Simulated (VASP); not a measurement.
# C in VASP: notebook

C is run at these levels: PBE; tasks: relaxation of cell and atoms, single point.

All numbers are computed with VASP 6.6.1; they aren't measurements. Logs are shortened: lines on timing, memory, paths and dates and some standing lists are left out, and cuts for length are marked.

### 1 The cell of the first run

Symmetry: Cmc2_1, No. 36, orthorhombic system. Conventional cell: a = 2.571 Å, b = 4.349 Å, c = 4.058 Å, α = 90.00°, β = 90.00°, γ = 90.00°. Within 2.1 Å of C (site symmetry m) lie 4 C at 1.54 to 1.55 Å. C (site symmetry m) has 4 C at 1.54 to 1.55 Å within 2.1 Å.

### 2 Relaxation of cell and atoms, PBE

INCAR

```
SYSTEM = C
PREC     = Accurate       ! precision mode
ENCUT    = 600            ! plane-wave cutoff, eV
EDIFF    = 1E-6           ! SCF threshold, eV
ISMEAR   = 0              ! smearing method
SIGMA    = 0.1            ! smearing width, eV
LREAL    = .False.        ! projectors in reciprocal space
LASPH    = .True.         ! aspherical terms in the spheres
NELM     = 100            ! most SCF steps
ALGO     = Normal         ! electronic algorithm
ISIF     = 3              ! what is computed and relaxed
LWAVE    = .False.        ! write WAVECAR
LCHARG   = .False.        ! write CHGCAR
GGA      = PE             ! functional
IBRION   = 2              ! ionic algorithm
NSW      = 90             ! ionic steps
EDIFFG   = -0.04          ! ionic threshold
```

KPOINTS

```
regular mesh
0
Gamma
  8 8 4
  0 0 0
```

POSCAR

```
C
1.0
    1.2855863400     -2.1746659400      0.0000000000
    1.2855863400      2.1746659400      0.0000000000
    0.0000000000      0.0000000000      4.0578600900
C
4
Direct
    0.3250481200      0.6749518800      0.5023464900
    0.6749518800      0.3250481200      0.0023464900
    0.3376626400      0.6623373600      0.8840838400
    0.6623373600      0.3376626400      0.3840838400
```

Potentials or basis: VASP PAW PBE potentials, release 64 (C).

Command:

```
$ cat potpaw_PBE.64/C/POTCAR > POTCAR
$ mpirun -np 1 vasp_std > vasp.out
```

OUTCAR:

```text
SYSTEM = C
   PREC = Accurate
   ENCUT = 600
   EDIFF = 1E-6
   ISMEAR = 0
   LREAL = .False.
   LASPH = .True.
   NELM = 100
   ISIF = 3
   GGA = PE
   IBRION = 2
   NSW = 90
   EDIFFG = -0.04

 ion  position               nearest neighbor table
   1  0.325  0.675  0.502-   4 1.54   4 1.54   4 1.54   3 1.55
   2  0.675  0.325  0.002-   3 1.54   3 1.54   3 1.54   4 1.55
   3  0.338  0.662  0.884-   2 1.54   2 1.54   2 1.54   1 1.55
   4  0.662  0.338  0.384-   1 1.54   1 1.54   1 1.54   2 1.55

  LATTYP: Found a base centered orthorhombic cell.
 ALAT       =     2.5711726800
 B/A-ratio  =     1.6915751765
 C/A-ratio  =     1.5782137550

  Lattice vectors:

 A1 = (   1.2855863400,  -2.1746659400,   0.0000000000)
 A2 = (   1.2855863400,   2.1746659400,   0.0000000000)
 A3 = (   0.0000000000,   0.0000000000,   4.0578600900)

Analysis of symmetry for initial positions (statically):
=====================================================================
 Subroutine PRICEL returns:
 Original cell was already a primitive cell.

 Routine SETGRP: Setting up the symmetry group for a
 base centered orthorhombic supercell.

 Subroutine GETGRP returns: Found  4 space group operations
 (whereof  2 operations were pure point group operations)
 out of a pool of  8 trial point group operations.

The static configuration has the point symmetry C_1h.
 The point group associated with its full space group is C_2v.

Analysis of symmetry for dynamics (positions and initial velocities):
=====================================================================
 Subroutine PRICEL returns:
 Original cell was already a primitive cell.

 Routine SETGRP: Setting up the symmetry group for a
 base centered orthorhombic supercell.

 Subroutine GETGRP returns: Found  4 space group operations
 (whereof  2 operations were pure point group operations)
 out of a pool of  8 trial point group operations.

The dynamic configuration has the point symmetry C_1h.
 The point group associated with its full space group is C_2v.

 Subroutine INISYM returns: Found  4 space group operations
 (whereof  2 operations are pure point group operations),
 and found     1 'primitive' translations

----------------------------------------------------------------------------------------

                                     Primitive cell

  volume of cell :      22.6893

  direct lattice vectors                    reciprocal lattice vectors
     1.285586340 -2.174665940  0.000000000     0.388927592 -0.229920371  0.000000000
     1.285586340  2.174665940  0.000000000     0.388927592  0.229920371  0.000000000
     0.000000000  0.000000000  4.057860090     0.000000000  0.000000000  0.246435308

  length of vectors
     2.526243098  2.526243098  4.057860090     0.451805322  0.451805322  0.246435308

  position of ions in fractional coordinates (direct lattice)
     0.325048120  0.674951880  0.502346490
     0.674951880  0.325048120  0.002346490
     0.337662640  0.662337360  0.884083840
     0.662337360  0.337662640  0.384083840

  ion indices of the primitive-cell ions
   primitive index   ion index
                 1           1
                 2           2
                 3           3
                 4           4

----------------------------------------------------------------------------------------

 KPOINTS: regular mesh

Automatic generation of k-mesh.
 Grid dimensions read from file:
 generate k-points for:    8    8    4

 Generating k-lattice:

  Cartesian coordinates                     Fractional coordinates (reciprocal lattice)
     0.048615949 -0.028740046  0.000000000     0.125000000  0.000000000  0.000000000
     0.048615949  0.028740046  0.000000000     0.000000000  0.125000000  0.000000000
     0.000000000  0.000000000  0.061608827     0.000000000  0.000000000  0.250000000

  Length of vectors
     0.056475665  0.056475665  0.061608827

  Shift w.r.t. Gamma in fractional coordinates (k-lattice)
     0.000000000  0.000000000  0.000000000

 Subroutine IBZKPT returns following result:
 ===========================================

 Found     63 irreducible k-points:

 Following reciprocal coordinates:
            Coordinates               Weight
  0.000000  0.000000  0.000000      1.000000
  0.125000  0.000000  0.000000      4.000000
  0.250000  0.000000  0.000000      4.000000
  0.375000  0.000000  0.000000      4.000000
  0.500000  0.000000  0.000000      2.000000
  0.125000  0.125000  0.000000      2.000000
[... 16 lines left out ...]
  0.125000  0.000000  0.250000      8.000000
  0.250000  0.000000  0.250000      8.000000
 [... further k-points ...]
   k-points           NKPTS =     63   k-points in BZ     NKDIM =     63   number of bands    NBANDS=     12
   number of dos      NEDOS =    301   number of ions     NIONS =      4
   total plane-waves  NPLWV =  12800
   dimension x,y,z NGX =    20 NGY =   20 NGZ =   32
   dimension x,y,z NGXF=    40 NGYF=   40 NGZF=   64
[... 31 lines left out ...]
   IMIX   =      4    mixing-type and parameters
     AMIX     =   0.40;   BMIX     =  1.00
     AMIX_MAG =   1.60;   BMIX_MAG =  1.00
  volume/ion in A,a.u.               =       5.67        38.28
  Fermi-wavevector in a.u.,A,eV,Ry     =   1.457162  2.753637 28.889542  2.123321
  Thomas-Fermi vector in A             =   2.573996
   LORBIT       =      0    0 simple, 1 ext, 2 COOP (PROOUT), +10 PAW based schemes
   GGA     = PE    functional components
   LHFCALC =     F    Hartree Fock is set to
   AEXX    =    0.0000 exact exchange contribution
   IVDW    =     0    specifies the selected vdW correction
   LEPSILON=     F    determine dielectric tensor
   LRPA    =     F    only Hartree local field effects (RPA)
 conjugate gradient relaxation of ions
 non-spin polarized calculation
 Gauss-broadening in eV      SIGMA  =   0.10
  energy-cutoff  :      600.00
  volume of cell :       22.69
 maximum number of plane-waves:       776
   NGX = 11   NGY = 11   NGZ = 17

--------------------------------------- Ionic step        1  -------------------------------------------

 number of electron      15.9999998 magnetization

 Free energy of the ion-electron system (eV)
  ---------------------------------------------------
  ext. energy  EPLUGINS =         0.00000000
  ---------------------------------------------------
  free energy    TOTEN  =       -36.10185088 eV

  energy without entropy =      -36.10185088  energy(sigma->0) =      -36.10185088

------------------------ aborting loop because EDIFF is reached ----------------------------------------

  FORCE on cell =-STRESS in cart. coord.  units (eV):
  Direction    XX          YY          ZZ          XY          YZ          ZX
  --------------------------------------------------------------------------------------
  -------------------------------------------------------------------------------------
  Total       -3.5577272     -0.2864591      5.4898003      0.0000000      0.0000000      0.0000000
  in kB     -251.2247157    -20.2279690    387.6557810      0.0000000      0.0000000      0.0000000
  external PRESSURE =      38.7343654 kB  Pullay stress =       0.0000000 kB
[... 95 lines left out ...]
  FREE ENERGIE OF THE ION-ELECTRON SYSTEM (eV)
  ---------------------------------------------------
  free  energy   TOTEN  =       -36.2591569324 eV

  energy  without entropy=      -36.2591569324  energy(sigma->0) =      -36.25915693

[... ionic steps 4 to 8 ...]

--------------------------------------- Ionic step        9  -------------------------------------------

 number of electron      16.0000002 magnetization

------------------------ aborting loop because EDIFF is reached ----------------------------------------

  FORCE on cell =-STRESS in cart. coord.  units (eV):
  Direction    XX          YY          ZZ          XY          YZ          ZX
  --------------------------------------------------------------------------------------
  -------------------------------------------------------------------------------------
  Total       -0.1606232      0.0572956     -0.0216281      0.0000000      0.0000000      0.0000000
  in kB      -11.2616326      4.0171187     -1.5163895      0.0000000      0.0000000      0.0000000
  external PRESSURE =      -2.9203011 kB  Pullay stress =       0.0000000 kB
[... 61 lines left out ...]
  energy  without entropy=      -36.2809240848  energy(sigma->0) =      -36.28092408

--------------------------------------- Ionic step       11  -------------------------------------------

 number of electron      16.0000002 magnetization

 Free energy of the ion-electron system (eV)
  ---------------------------------------------------
  ext. energy  EPLUGINS =         0.00000000
  ---------------------------------------------------
  free energy    TOTEN  =       -36.28093976 eV

  energy without entropy =      -36.28093976  energy(sigma->0) =      -36.28093976

 E-fermi :  10.3793     XC(G=0): -13.2110

 val. band max:        9.9127564117   @ k =   0.0000   0.0000   0.0000
 cond. band min:      13.6287266979   @ k =   0.3750   0.3750   0.0000
 fundamental gap:      3.7159702863
 Fermi energy:        10.3792962901

 k-point     1 :       0.0000    0.0000    0.0000
  band No.  band energies     occupation
      1     -11.7777      2.00000
      2      -6.2519      2.00000
      3      -3.6840      2.00000
      4       6.8464      2.00000
      5       6.8632      2.00000
      6       9.4591      2.00000
      7       9.8955      2.00000
      8       9.9128      2.00000
      9      14.8859      0.00000
     10      14.8896      0.00000
     11      15.2137      0.00000
     12      17.9727      0.00000
[... 331 lines left out ...]
 k-point    24 :       0.2500    0.0000    0.2500
  band No.  band energies     occupation
      1      -9.8311      2.00000
      2      -6.6553      2.00000
      3      -0.0312      2.00000
      4       2.1021      2.00000
      5       4.3240      2.00000
      6       5.1835      2.00000
      7       6.8880      2.00000
      8       7.3932      2.00000
      9      14.8780      0.00000
     10      16.7464      0.00000
     11      18.3162      0.00000
     12      18.5714      0.00000

 [... further k-points ...]
[... 5 lines left out ...]
  --------------------------------------------------------------------------------------
  -------------------------------------------------------------------------------------
  Total       -0.0281522      0.0692000     -0.0835338      0.0000000      0.0000000      0.0000000
  in kB       -1.9745354      4.8535334     -5.8588737      0.0000000      0.0000000      0.0000000
  external PRESSURE =      -0.9932919 kB  Pullay stress =       0.0000000 kB
[... 19 lines left out ...]
  FREE ENERGIE OF THE ION-ELECTRON SYSTEM (eV)
  ---------------------------------------------------
  free  energy   TOTEN  =       -36.2809397565 eV

  energy  without entropy=      -36.2809397565  energy(sigma->0) =      -36.28093976

 reached required accuracy - stopping structural energy minimisation
```

Run time: 39 s. Hardware: 1 thread of Intel Xeon 6975P-C (Granite Rapids), shared host; peak memory 0.14 GiB.

Results:

```
Free energy                            : -36.2809 eV
Relaxed volume                         : 5.71 Å³/atom
Relaxed cell                           : a = 2.511 Å, b = 2.511 Å, c = 4.182 Å, α = 90.00°, β = 90.00°, γ = 119.97°
Space group after relaxing (to 0.05 Å) : P6_3/mmc (No. 194)
Energy gained by relaxing              : 44.8 meV/atom
Ionic steps                            : 11
Pressure after relaxing                : -0.1 GPa
Largest force after relaxing           : 0.038 eV/Å
Band gap on the k mesh                 : 3.72 eV, indirect (least direct gap 4.97 eV)
```

Forces on the atoms (eV/Å):
```
C    0.000 -0.011  0.034
C    0.000  0.011  0.034
C    0.000 -0.017 -0.034
C    0.000  0.017 -0.034
```

Step by step:
```csv
step,energy change (eV),largest force (eV/Å),pressure (GPa),volume (Å³)
1,0.0000,1.2628,3.87,22.69
2,0.1635,2.6526,-5.26,23.07
3,-0.1573,0.6175,-0.60,22.86
4,-0.1574,0.5839,-0.51,22.86
5,-0.1485,0.6968,0.62,22.85
6,-0.1724,0.2289,-0.32,22.85
7,-0.1776,0.1390,0.27,22.82
8,-0.1781,0.1244,0.53,22.81
9,-0.1785,0.1426,-0.29,22.85
10,-0.1791,0.0447,0.05,22.83
11,-0.1791,0.0383,-0.10,22.84
```

Final structure:
```cif
data_structure
_symmetry_space_group_name_H-M 'P 1'
_symmetry_Int_Tables_number 1
_cell_length_a 2.5110
_cell_length_b 2.5110
_cell_length_c 4.1821
_cell_angle_alpha 90.000
_cell_angle_beta 90.000
_cell_angle_gamma 119.968
_cell_volume 22.84
loop_
_atom_site_label
_atom_site_type_symbol
_atom_site_fract_x
_atom_site_fract_y
_atom_site_fract_z
_atom_site_occupancy
C1 C 0.33333 0.66667 0.50583 1
C2 C 0.66667 0.33333 0.00583 1
C3 C 0.33321 0.66679 0.88060 1
C4 C 0.66679 0.33321 0.38060 1
```

### 3 Single point, PBE

This run uses another cell than the first one: it holds 8 atoms, not 4.

INCAR

```
SYSTEM = C
PREC     = Accurate       ! precision mode
ENCUT    = 520            ! plane-wave cutoff, eV
EDIFF    = 1E-6           ! SCF threshold, eV
ISMEAR   = 0              ! smearing method
SIGMA    = 0.1            ! smearing width, eV
LREAL    = .False.        ! projectors in reciprocal space
LASPH    = .True.         ! aspherical terms in the spheres
NELM     = 60             ! most SCF steps
ALGO     = Normal         ! electronic algorithm
ISIF     = 2              ! what is computed and relaxed
LWAVE    = .False.        ! write WAVECAR
LCHARG   = .True.         ! write CHGCAR
GGA      = PE             ! functional
LELF     = .True.         ! ELF
LVHAR    = .True.       
NBANDS   = 26             ! bands
```

KPOINTS

```
Automatic mesh
0
Gamma
  6 4 4
  0 0 0
```

POSCAR

```
C
1.0
   -2.5118344539     -0.0000015858     -0.0000027938
   -0.0000058687     -0.0000444039     -4.1800405910
   -0.0000023090     -4.3498401756     -0.0000459473
C
8
Direct
    0.5000024630      0.4372761730      0.8333223139
    0.9999956230      0.4372777146      0.3333216104
    0.0000037878      0.9372756710      0.6666760712
    0.4999960341      0.9372774444      0.1666762672
    0.5000038555      0.0627219679      0.8333243786
    0.9999966203      0.0627242831      0.3333246135
    0.0000045143      0.5627224745      0.6666767921
    0.4999971018      0.5627242716      0.1666779530
```

Potentials or basis: VASP PAW PBE potentials, release 64 (C).

Command:

```
$ cat potpaw_PBE.64/C/POTCAR > POTCAR
$ mpirun -np 1 vasp_std > vasp.out
```

It took 16 s on 1 thread of Intel Xeon 6975P-C (Granite Rapids), shared host; peak memory 0.16 GiB.

Results (log left out):

| Item | Value |
| --- | --- |
| Free energy | -72.5387 eV |
| Pressure | 0.7 GPa |
| Largest force | 0.003 eV/Å |
| Band gap on the k mesh | 3.34 eV |

Forces in eV/Å, atoms in the order of the input:
```
C    0.000  0.000  0.003
C    0.000  0.000  0.003
C    0.000 -0.001  0.003
C    0.000 -0.001  0.003
C    0.000  0.001 -0.003
C    0.000  0.001 -0.003
C    0.000  0.000 -0.003
C    0.000  0.000 -0.003
```

Stress tensor (GPa, compression positive):
```
 0.73  0.00  0.00
 0.00  0.72 -0.01
 0.00 -0.01  0.60
```

Levels at points of the mesh, in eV from the valence-band top:
```
           k point  band 14  band 15  band 16  band 17  band 18  band 19
(0.00, 0.00, 0.00)    -0.47     0.00     0.00     4.47     4.96     4.96
(0.50, 0.00, 0.00)    -5.54    -5.13    -5.13     4.48     4.48     9.68
(0.00, 0.50, 0.00)    -1.84    -1.84    -1.83     5.87     5.87     6.49
(0.50, 0.50, 0.00)    -4.60    -4.60    -4.60     7.23     7.23     7.23
(0.00, 0.00, 0.50)    -2.51    -1.86    -1.86     4.91     4.91     6.92
(0.50, 0.00, 0.50)    -5.90    -3.12    -3.12     4.48     4.48     8.09
(0.00, 0.50, 0.50)    -3.77    -3.77    -3.77     6.03     6.03     6.03
(0.50, 0.50, 0.50)    -4.79    -4.79    -4.79     5.87     5.87     5.87
```

A k mesh can miss the band edges.

### 4 Relaxation of cell and atoms, PBE

This run uses another cell than the first one, of 5.71 Å³/atom, 1.006 times its volume.

INCAR

```
PREC = Accurate ; ENCUT = 600
EDIFF = 1E-7 ; ISMEAR = 0
SIGMA = 0.02 ; LREAL = False
LASPH = True ; NELM = 100
ALGO = Normal ; ISIF = 3
LWAVE = False ; LCHARG = False
GGA = PE ; IBRION = 2
NSW = 100 ; EDIFFG = -0.01
```

KPOINTS

```
Automatic mesh
0
Gamma
  12 12 6
```

POSCAR

```
C
1.0
    2.5113409229      0.0000000000      0.0000000000
   -1.2556704614      2.1748850368      0.0000000000
    0.0000000000      0.0000000000      4.1798073266
C
4
Direct
    0.6666666667      0.3333333333      0.5627235496
    0.3333333333      0.6666666667      0.0627235496
    0.6666666667      0.3333333333      0.9372764504
    0.3333333333      0.6666666667      0.4372764504
```

Command:

```
$ cat potpaw_PBE.64/C/POTCAR > POTCAR
$ mpirun -np 1 vasp_std > vasp.out
```

It took 9.1 s on 1 thread of Intel Xeon 6975P-C (Granite Rapids), shared host; peak memory 0.14 GiB.

Results (log left out):

* Free energy: -36.2824 eV
* Pressure after relaxing: 0.1 GPa
* Largest force after relaxing: 0.006 eV/Å
* Band gap on the k mesh: 3.34 eV, indirect (least direct gap 4.96 eV)

Forces on the atoms (eV/Å):
```
C    0.000  0.000  0.006
C    0.000  0.000  0.006
C    0.000  0.000 -0.006
C    0.000  0.000 -0.006
```

Final structure:
```yaml
crystal:
  lattice:
    - [2.51134, 0.00000, 0.00000]
    - [-1.25567, 2.17489, 0.00000]
    - [0.00000, 0.00000, 4.17981]
  atoms:
    - { symbol: C, position: [0.66667, 0.33333, 0.56272] }
    - { symbol: C, position: [0.33333, 0.66667, 0.06272] }
    - { symbol: C, position: [0.66667, 0.33333, 0.93728] }
    - { symbol: C, position: [0.33333, 0.66667, 0.43728] }
```

Levels at points of the mesh, in eV from the valence-band top:
```
           k point  band 6  band 7  band 8  band 9  band 10  band 11
(0.00, 0.00, 0.00)   -0.47    0.00    0.00    4.96     4.96     5.33
(0.50, 0.00, 0.00)   -6.42   -5.90   -3.12    4.48     8.09     8.28
(0.00, 0.00, 0.50)   -1.83   -1.83   -1.83    7.23     7.23     7.23
(0.50, 0.00, 0.50)   -5.07   -4.79   -4.79    5.88     5.88     6.49
```

Caveat: the relaxation stopped at its first step, so nothing moved. A k mesh can miss the band edges.

### 5 Overview

| task | cell | k mesh | cutoff (eV) | smearing | gap on the mesh (eV) | pressure (GPa) | largest force (eV/Å) |
| --- | --- | --- | --- | --- | --- | --- | --- |
| relaxation of cell and atoms | relaxed from a = 2.526, b = 2.526, c = 4.058 Å, angles 90.0, 90.0, 118.8°, 4 atoms | 8 × 8 × 4 | 600 | gaussian 0.1 eV | 3.72 | -0.1 | 0.04 |
| single point | a = 2.512, b = 4.180, c = 4.350 Å, 8 atoms | 6 × 4 × 4 | 520 | gaussian 0.1 eV | 3.34 | 0.7 | - |
| relaxation of cell and atoms | relaxed from a = 2.511, b = 2.511, c = 4.180 Å, angles 90.0, 90.0, 120.0°, 4 atoms | 12 × 12 × 6 | 600 | gaussian 0.02 eV | 3.34 | 0.1 | 0.01 |

Alike in all rows: level PBE; potentials or basis VASP PAW PBE potentials, release 64 (C); no spin polarisation.

Caveats: the relaxation stopped at its first step, so nothing moved (some runs).

Total energies depend on the potentials used, so only differences within one code and one set of settings carry meaning.
